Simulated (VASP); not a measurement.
# Li (Fd-3m) in VASP: further runs, part 2 of 2

VASP 6.6.1. The steps go on from the part before.

## 4. Relaxation of cell and atoms, PBE

File INCAR:

```
  ALGO = Normal
  EDIFF = 1E-7
  EDIFFG = -0.01
  ENCUT = 600
  GGA = PE
  IBRION = 2
  ISIF = 3
  ISMEAR = 0
  LASPH = T
  LCHARG = F
  LREAL = F
  LWAVE = F
  NELM = 100
  NSW = 100
  PREC = Accurate
  SIGMA = 0.1
```

File KPOINTS:

```
k-points
0
Gamma
  16 16 16
```

File POSCAR:

```
Li
1.0
    0.0000000000      2.8548294421      2.8548294421
    2.8548294421      0.0000000000      2.8548294421
    2.8548294421      2.8548294421      0.0000000000
Li
2
Direct
    0.5000000000      0.5000000000      0.5000000000
    0.7500000000      0.7500000000      0.7500000000
```

Potentials or basis: VASP PAW PBE potentials, release 64 (Li_sv).

The run is started by

```
> cat potpaw_PBE.64/Li_sv/POTCAR > POTCAR
> mpirun -np 1 vasp_std > vasp.out
```

OUTCAR:

```text
EDIFF = 1E-7
   EDIFFG = -0.01
   ENCUT = 600
   GGA = PE
   IBRION = 2
   ISIF = 3
   ISMEAR = 0
   LASPH = T
   LREAL = F
   NELM = 100
   NSW = 100
   PREC = Accurate

 ion  position               nearest neighbor table
   1  0.500  0.500  0.500-   2 2.47   2 2.47   2 2.47   2 2.47
   2  0.750  0.750  0.750-   1 2.47   1 2.47   1 2.47   1 2.47

  LATTYP: Found a face centered cubic cell.
 ALAT       =     5.7096588842

  Lattice vectors:

 A1 = (   0.0000000000,   2.8548294421,   2.8548294421)
 A2 = (   2.8548294421,   0.0000000000,   2.8548294421)
 A3 = (   2.8548294421,   2.8548294421,   0.0000000000)

Analysis of symmetry for initial positions (statically):
=====================================================================
 Subroutine PRICEL returns:
 Original cell was already a primitive cell.

 Routine SETGRP: Setting up the symmetry group for a
 face centered cubic supercell.

 Subroutine GETGRP returns: Found 48 space group operations
 (whereof 24 operations were pure point group operations)
 out of a pool of 48 trial point group operations.

The static configuration has the point symmetry T_d .
 The point group associated with its full space group is O_h .

Analysis of symmetry for dynamics (positions and initial velocities):
=====================================================================
 Subroutine PRICEL returns:
 Original cell was already a primitive cell.

 Routine SETGRP: Setting up the symmetry group for a
 face centered cubic supercell.

 Subroutine GETGRP returns: Found 48 space group operations
 (whereof 24 operations were pure point group operations)
 out of a pool of 48 trial point group operations.

The dynamic configuration has the point symmetry T_d .
 The point group associated with its full space group is O_h .

 Subroutine INISYM returns: Found 48 space group operations
 (whereof 24 operations are pure point group operations),
 and found     1 'primitive' translations

----------------------------------------------------------------------------------------

                                     Primitive cell

  volume of cell :      46.5340

  direct lattice vectors                    reciprocal lattice vectors
     0.000000000  2.854829442  2.854829442    -0.175141811  0.175141811  0.175141811
     2.854829442  0.000000000  2.854829442     0.175141811 -0.175141811  0.175141811
     2.854829442  2.854829442  0.000000000     0.175141811  0.175141811 -0.175141811

  length of vectors
     4.037338515  4.037338515  4.037338515     0.303354516  0.303354516  0.303354516

  position of ions in fractional coordinates (direct lattice)
     0.500000000  0.500000000  0.500000000
     0.750000000  0.750000000  0.750000000

  ion indices of the primitive-cell ions
   primitive index   ion index
                 1           1
                 2           2

----------------------------------------------------------------------------------------

 KPOINTS: k-points

Automatic generation of k-mesh.
[... 49 lines left out ...]
   number of dos      NEDOS =    301   number of ions     NIONS =      2
   total plane-waves  NPLWV =  32768
   dimension x,y,z NGX =    32 NGY =   32 NGZ =   32
   dimension x,y,z NGXF=    64 NGYF=   64 NGZF=   64
   ions per type =               2
   NGX,Y,Z   is equivalent  to a cutoff of  13.18, 13.18, 13.18 a.u.
   NGXF,Y,Z  is equivalent  to a cutoff of  26.35, 26.35, 26.35 a.u.
 SYSTEM =  unknown system
   PREC   = accura    normal or accurate (medium, high low for compatibility)
   ISTART =      0    job   : 0-new  1-cont  2-samecut
   ICHARG =      2    charge: 1-file 2-atom 10-const
   ISPIN  =      1    spin polarized calculation?
   LNONCOLLINEAR =      F non collinear calculations
   LSORBIT =      F    spin-orbit coupling
   LASPH  =      T    aspherical Exc in radial PAW
   ENCUT  =  600.0 eV  44.10 Ry    6.64 a.u.   8.06  8.06  8.06*2*pi/ulx,y,z
   NELM   =    100;   NELMIN=  2; NELMDL= -5     # of ELM steps
   EDIFF  = 0.1E-06   stopping-criterion for ELM
   LREAL  =      F    real-space projection
   EDIFFG = -.1E-01   stopping-criterion for IOM
   NSW    =    100    number of steps for IOM
   IBRION =      2    ionic relax: 0-MD 1-quasi-New 2-CG
   NFREE  =      1    steps in history (QN), initial steepest desc. (CG)
   ISIF   =      3    stress and relaxation
   ISYM   =      2    0-nonsym 1-usesym 2-fastsym
   POTIM  = 0.5000    time-step for ionic-motion
   TEBEG  =    0.0;   TEEND  =   0.0 temperature during run
   PSTRESS=    0.0 pullay stress
   NELECT =       6.0000    total number of electrons
   NUPDOWN=      -1.0000    fix difference up-down
   EMIN   =  10.00;   EMAX   =-10.00  energy-range for DOS
   EFERMI =   0.00;   METHOD = LEGACY
   ISMEAR =     0;   SIGMA  =   0.10  broadening in eV -4-tet -1-fermi 0-gaus
   EFERMI_NEDOS =   21; number of points for ismear=-14 and -15
   IALGO  =     38    algorithm
   IMIX   =      4    mixing-type and parameters
     AMIX     =   0.40;   BMIX     =  1.00
     AMIX_MAG =   1.60;   BMIX_MAG =  1.00
  volume/ion in A,a.u.               =      23.27       157.01
  Fermi-wavevector in a.u.,A,eV,Ry     =   0.827056  1.562910  9.306686  0.684022
  Thomas-Fermi vector in A             =   1.939195
   LORBIT       =      0    0 simple, 1 ext, 2 COOP (PROOUT), +10 PAW based schemes
   GGA     = PE    functional components
   LHFCALC =     F    Hartree Fock is set to
   AEXX    =    0.0000 exact exchange contribution
   IVDW    =     0    specifies the selected vdW correction
   LEPSILON=     F    determine dielectric tensor
   LRPA    =     F    only Hartree local field effects (RPA)
 conjugate gradient relaxation of ions
 non-spin polarized calculation
 Gauss-broadening in eV      SIGMA  =   0.10
  energy-cutoff  :      600.00
  volume of cell :       46.53
 maximum number of plane-waves:      1588
   NGX = 17   NGY = 17   NGZ = 17

--------------------------------------- Ionic step        1  -------------------------------------------

 number of electron       5.9999986 magnetization

 Free energy of the ion-electron system (eV)
  ---------------------------------------------------
  ext. energy  EPLUGINS =         0.00000000
  ---------------------------------------------------
  free energy    TOTEN  =        -2.77344261 eV

  energy without entropy =       -2.77009574  energy(sigma->0) =       -2.77176918

------------------------ aborting loop because EDIFF is reached ----------------------------------------

  FORCE on cell =-STRESS in cart. coord.  units (eV):
  Direction    XX          YY          ZZ          XY          YZ          ZX
  --------------------------------------------------------------------------------------
  -------------------------------------------------------------------------------------
  Total        0.1424269      0.1424269      0.1424269     -0.0000000     -0.0000000      0.0000000
  in kB        4.9037923      4.9037923      4.9037923     -0.0000000     -0.0000000      0.0000000
  external PRESSURE =       4.9037923 kB  Pullay stress =       0.0000000 kB
[... 131 lines left out ...]
--------------------------------------- Ionic step        5  -------------------------------------------

 number of electron       6.0000010 magnetization

 Free energy of the ion-electron system (eV)
  ---------------------------------------------------
  ext. energy  EPLUGINS =         0.00000000
  ---------------------------------------------------
  free energy    TOTEN  =        -2.77944389 eV

  energy without entropy =       -2.77559751  energy(sigma->0) =       -2.77752070

 E-fermi :   0.2140     XC(G=0):  -6.5015

 val. band max:        0.1953798405   @ k =   0.5000   0.1250   0.0000
 cond. band min:       0.2346051277   @ k =  -0.3750   0.2500   0.1250
 fundamental gap:      0.0392252872
 Fermi energy:         0.2139743960

 k-point     1 :       0.0000    0.0000    0.0000
  band No.  band energies     occupation
      1     -47.5589      2.00000
      2     -47.4794      2.00000
      3      -3.1519      2.00000
      4       5.8208      0.00000
      5       5.8209      0.00000
      6       5.8209      0.00000
      7       6.9410      0.00000
[... 221 lines left out ...]
 k-point    24 :      -0.0625    0.0625    0.0000
  band No.  band energies     occupation
      1     -47.5575      2.00000
      2     -47.4811      2.00000
      3      -3.0465      2.00000
      4       4.9618      0.00000
      5       4.9996      0.00000
      6       5.7723      0.00000
      7       7.0709      0.00000

 [... further k-points ...]

------------------------ aborting loop because EDIFF is reached ----------------------------------------

  FORCE on cell =-STRESS in cart. coord.  units (eV):
  Direction    XX          YY          ZZ          XY          YZ          ZX
  --------------------------------------------------------------------------------------
  -------------------------------------------------------------------------------------
  Total       -0.0002934     -0.0002934     -0.0002934     -0.0000000      0.0000000      0.0000000
  in kB       -0.0092764     -0.0092764     -0.0092764     -0.0000000      0.0000000      0.0000000
  external PRESSURE =      -0.0092764 kB  Pullay stress =       0.0000000 kB
[... 17 lines left out ...]
  FREE ENERGIE OF THE ION-ELECTRON SYSTEM (eV)
  ---------------------------------------------------
  free  energy   TOTEN  =        -2.7794438938 eV

  energy  without entropy=       -2.7755975075  energy(sigma->0) =       -2.77752070

 reached required accuracy - stopping structural energy minimisation
```

CONTCAR:

```text
Li
   1.00000000000000
    -0.0000000000000000    2.9372057647509244    2.9372057647509244
     2.9372057647509244    0.0000000000000000    2.9372057647509244
     2.9372057647509244    2.9372057647509244    0.0000000000000000
  Li
     2
Direct
     0.5000000000000000    0.5000000000000000    0.5000000000000000
     0.7500000000000000    0.7500000000000000    0.7500000000000000

  0.00000000E+00  0.00000000E+00  0.00000000E+00
  0.00000000E+00  0.00000000E+00  0.00000000E+00
```

Run time: 88 s. Hardware: 1 thread of Intel Xeon Platinum 8488C (Sapphire Rapids), shared host; peak memory 0.19 GiB.

Results:

| Item | Value |
| --- | --- |
| Free energy | -2.7794 eV |
| Relaxed volume | 25.34 Å³/atom |
| Relaxed cell | a = 4.154 Å, b = 4.154 Å, c = 4.154 Å, α = 60.00°, β = 60.00°, γ = 60.00° |
| Space group after relaxing (to 0.1 Å) | Fd-3m (No. 227) |
| Energy gained by relaxing | 3.0 meV/atom |
| Ionic steps | 5 |
| Pressure after relaxing | 0.0 GPa |
| Band gap on the k mesh | zero (bands 3 and 4 overlap by 0.92 eV) |

Step by step:
```tsv
step	energy change (eV)	largest force (eV/Å)	pressure (GPa)	volume (Å³)
1	0.0000	0.0000	0.49	46.53
2	-0.0014	0.0000	0.42	47.02
3	-0.0044	0.0000	0.24	48.48
4	-0.0058	0.0000	-0.08	51.50
5	-0.0060	0.0000	0.00	50.68
```

Final structure:
```
Li
1.0
     0.00000    2.93721    2.93721
     2.93721    0.00000    2.93721
     2.93721    2.93721    0.00000
Li
2
Direct
  0.50000 0.50000 0.50000
  0.75000 0.75000 0.75000
```

Caveat: the cutoff is under 1.25 times the usual one of these potentials, so pressure, stress and relaxed cells hold a basis-set (Pulay) error.

## 5. Relaxation of cell and atoms, PBE

This run uses another cell than the first one, of 25.59 Å³/atom.

File INCAR:

```
SYSTEM = Li
ALGO     = Fast           ! electronic algorithm
EDIFF    = 1E-6           ! SCF threshold, eV
EDIFFG   = -0.01          ! ionic threshold
ENCUT    = 600            ! plane-wave cutoff, eV
GGA      = PE             ! functional
IBRION   = 2              ! ionic algorithm
ISIF     = 3              ! what is computed and relaxed
ISMEAR   = 0              ! smearing method
LASPH    = .TRUE.         ! aspherical terms in the spheres
LCHARG   = .FALSE.        ! write CHGCAR
LREAL    = .FALSE.        ! projectors in reciprocal space
LWAVE    = .FALSE.        ! write WAVECAR
NELM     = 100            ! most SCF steps
NSW      = 100            ! ionic steps
PREC     = Accurate       ! precision mode
SIGMA    = 0.1            ! smearing width, eV
```

File KPOINTS:

```
k-points
0
G
  16 16 16
  0 0 0
```

File POSCAR:

```
Li
1.0
    0.0000000000      2.9469999400      2.9469999400
    2.9469999400      0.0000000000      2.9469999400
    2.9469999400      2.9469999400      0.0000000000
Li
2
Direct
    0.5000000000      0.5000000000      0.5000000000
    0.7500000000      0.7500000000      0.7500000000
```

The run is started by

```
> cat potpaw_PBE.64/Li_sv/POTCAR > POTCAR
> mpirun -np 1 vasp_std > vasp.out
```

It took 2.2 min on 1 thread of Intel Xeon Platinum 8488C (Sapphire Rapids), shared host; peak memory 0.22 GiB.

It converged, with:

```yaml
Free_energy: -2.7823 eV
Relaxed_volume: 25.36 Å³/atom
Relaxed_cell: a = 4.155 Å, b = 4.155 Å, c = 4.155 Å, α = 60.00°, β = 60.00°, γ = 60.00°
Space_group_after_relaxing_to_0.1_Å: Fd-3m (No. 227)
Energy_gained_by_relaxing: 0.1 meV/atom
Ionic_steps: 3
Pressure_after_relaxing: -0.1 GPa
Band_gap_on_the_k_mesh: zero (bands 3 and 4 overlap by 0.92 eV)
```

Step by step:
```csv
step,energy change (eV),largest force (eV/Å),pressure (GPa),volume (Å³)
1,0.0000,0.0000,-0.10,51.19
2,-0.0001,0.0000,-0.10,51.07
3,-0.0002,0.0000,-0.06,50.72
```

Final structure:
```yaml
crystal:
  lattice:
    - [0.00000, 2.93800, 2.93800]
    - [2.93800, 0.00000, 2.93800]
    - [2.93800, 2.93800, 0.00000]
  atoms:
    - { symbol: Li, position: [0.50000, 0.50000, 0.50000] }
    - { symbol: Li, position: [0.75000, 0.75000, 0.75000] }
```

Levels at points of the mesh, in eV from the Fermi level:
| k point | band 1 | band 2 | band 3 | band 4 | band 5 | band 6 | band 7 |
| --- | --- | --- | --- | --- | --- | --- | --- |
| (0.00, 0.00, 0.00) | -47.77 | -47.69 | -3.36 | 5.60 | 5.60 | 5.60 | 6.72 |
| (0.50, 0.00, 0.00) | -47.75 | -47.71 | -1.23 | -0.32 | 4.23 | 4.23 | 7.05 |
| (0.50, 0.50, 0.00) | -47.73 | -47.73 | 0.09 | 0.09 | 2.23 | 2.23 | 5.70 |

Caveat: the cutoff is under 1.25 times the usual one of these potentials, so pressure, stress and relaxed cells hold a basis-set (Pulay) error.

## 6. Overview

| task | cell | k mesh | cutoff (eV) | gap on the mesh (eV) | pressure (GPa) | relaxed volume (Å³/atom) |
| --- | --- | --- | --- | --- | --- | --- |
| single point | a = 4.037 Å, angles 60.0°, 2 atoms | 6 × 6 × 6 | 520 | none | - | - |
| single point | a = 4.168 Å, angles 60.0°, 2 atoms | 16 × 16 × 16 | 520 | none | - | - |
| relaxation of cell and atoms | relaxed from a = 4.037 Å, angles 60.0°, 2 atoms | 16 × 16 × 16 | 600 | none | 0.0 | 25.34 |
| relaxation of cell and atoms | relaxed from a = 4.168 Å, angles 60.0°, 2 atoms | 16 × 16 × 16 | 600 | none | -0.1 | 25.36 |

Alike in all rows: level PBE; potentials or basis VASP PAW PBE potentials, release 64 (Li_sv); no spin polarisation; smearing gaussian 0.1 eV.

Caveats: the cutoff is under 1.25 times the usual one of these potentials, so pressure, stress and relaxed cells hold a basis-set (Pulay) error.

Absolute energies hang on the potentials; compare differences alone.
